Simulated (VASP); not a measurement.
Input of a VASP 6.6.1 run:

File INCAR:

```
SYSTEM = SnO
ALGO = Normal ; EDIFF = 1E-6
ENCUT = 520 ; GGA = PS
ISIF = 2 ; ISMEAR = 0
IVDW = 12 ; LASPH = .True.
LCHARG = .False. ; LREAL = .False.
LWAVE = .False. ; NBANDS = 28
NELM = 100 ; PREC = Accurate
SIGMA = 0.15
```

KPOINTS

```
k-points
0
Gamma
  12 12 10
  0 0 0
```

The input POSCAR:

```
SnO
1.0
    3.6119000000      0.0000000000      0.0000000000
    0.0000000000      3.6119000000      0.0000000000
    0.0000000000      0.0000000000      4.8360000000
Sn O
2 2
Direct
    0.0000000000      0.5000000000      0.2385000000
    0.5000000000      0.0000000000      0.7615000000
    0.0000000000      0.0000000000      0.0000000000
    0.5000000000      0.5000000000      0.0000000000
```

Potentials or basis: VASP PAW PBE potentials, release 64 (Sn_d, O).

Command:

```bash
$ cat potpaw_PBE.64/Sn_d/POTCAR potpaw_PBE.64/O/POTCAR > POTCAR
$ mpirun -np 1 vasp_std > vasp.out
```

(1) What does it give for the pressure?

(2) Estimate the band gap on the k mesh.

Results:

(1) 11.1 GPa.

(2) zero (bands 20 and 21 overlap by 0.63 eV).

Caveat: the cell differs from its parent crystal (strain -0.050 along x and y, +0.000 along z); the stress differs along the axes, from 6 to 14 GPa; semilocal functionals underestimate gaps, and a narrow one can read as zero; the PAW data sets were made with another functional, which shifts forces and pressure a little; spin-orbit coupling is left out, which moves the levels of the heavy elements.
